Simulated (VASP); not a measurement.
Set up this calculation in VASP 6.6.1, as the native input.

```
Task                   : single point
Functional             : PBE
Potentials or basis    : VASP PAW PBE potentials, release 64 (Hf_pv, N)
Cutoff                 : 520 eV
k mesh                 : 10 × 10 × 8
Occupations            : gaussian, width 0.05 eV
Spin                   : no spin polarisation
Dipole correction      : no
Further INCAR settings : ALGO = Normal; EDIFF = 1e-06; NBANDS = 23
```

The structure of HfN lies in POSCAR:

```
HfN
1.0
    3.8567057347      0.0000000000      0.0000000000
    0.0000000000      3.8567057347      0.0000000000
    0.0000000000      0.0000000000      4.8184718836
Hf N
2 2
Direct
    0.5000000000      0.0000000000      0.1768716561
    0.0000000000      0.5000000000      0.8231283439
    0.0000000000      0.0000000000      0.0000000000
    0.5000000000      0.5000000000      0.0000000000
```

These files were run (other wordings do the same):

INCAR

```
ALGO = Normal
EDIFF = 1E-6
ENCUT = 520
GGA = PE
ISIF = 2
ISMEAR = 0
LASPH = T
LCHARG = F
LREAL = F
LWAVE = F
NBANDS = 23
NELM = 60
PREC = Accurate
SIGMA = 0.05
```

KPOINTS

```
k-points
0
Gamma
  10 10 8
```

Potentials or basis: VASP PAW PBE potentials, release 64 (Hf_pv, N).

Launch:

```bash
$ cat potpaw_PBE.64/Hf_pv/POTCAR potpaw_PBE.64/N/POTCAR > POTCAR
$ mpirun -np 1 vasp_std > vasp.out
```

It gave:

The pressure is -1.3 GPa. The largest force is 0.183 eV/Å and the band gap on the k mesh is zero (band 15 reaches 5.01 eV, above the bottom of band 16 at 2.78 eV).

Caveat: spin-orbit coupling is left out, which moves the levels of the heavy elements.

It took 2.1 min on 1 thread of Intel(R) Xeon(R) Platinum 8259CL CPU @ 2.50GHz (Skylake/Cascade Lake) (shared host), peak memory 0.28 GiB.
